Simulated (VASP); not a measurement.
The system is Be4Se3.

```
Be Se
1.0
     3.38579   -4.70343    0.00000
     3.38579    4.70343    0.00000
     0.00000    0.00000    3.38625
Be Se
4 3
Direct
  0.25312 0.25312 0.50000
  0.74688 0.74688 0.50000
  0.73992 0.26008 0.00000
  0.26008 0.73992 0.00000
  0.50000 0.00000 0.50000
  0.00000 0.50000 0.50000
  0.00000 0.00000 0.00000
```

The cell was generated, and may not be a known phase.

```yaml
Program: VASP 6.6.1
Task: relaxation of cell and atoms
Functional: PBE
Potentials_or_basis: VASP PAW PBE potentials, release 64 (Be, Se)
Cutoff: 600 eV
k_mesh: 3 × 3 × 5
Occupations: gaussian, width 0.2 eV
Spin: no spin polarisation
```

At the start: pressure 0.3 GPa; volume 15.41 Å³/atom.

**Question.** How do energy, volume and symmetry change on relaxing?

**Answer.** Over 8 steps the energy falls by 9.9 meV/atom and the volume is 15.72 Å³/atom (+2.0 %); space group Cmmm (No. 65, to 0.1 Å) before and after.

Step by step:
```csv
step,energy change (eV),largest force (eV/Å),pressure (GPa),volume (Å³)
1,0.0000,0.2755,0.26,107.85
2,-0.0317,0.2429,0.14,108.24
3,-0.0378,0.2226,0.09,108.48
4,-0.0443,0.1903,0.06,108.70
5,-0.0561,0.0957,0.00,109.35
6,-0.0575,0.1390,-0.01,109.67
7,-0.0615,0.1206,-0.11,109.77
8,-0.0693,0.0777,-0.36,110.05
```

Final structure:
```xyz
7
Lattice="3.3343 -4.7954 0.0000 3.3343 4.7954 0.0000 0.0000 0.0000 3.4414" Properties=species:S:1:pos:R:3 pbc="T T T"
Be    1.7101    0.0000    1.7207
Be    4.9586    0.0000    1.7207
Be    3.3343   -2.4500    3.4414
Be    3.3343    2.4500    0.0000
Se    1.6672   -2.3977    1.7207
Se    1.6672    2.3977    1.7207
Se    0.0000    0.0000    0.0000
```

Caveat: the k points lie up to 0.38 Å⁻¹ apart in the final cell; the relaxation stopped at a loose force limit of 0.08 eV/Å, so its end isn't a converged minimum.
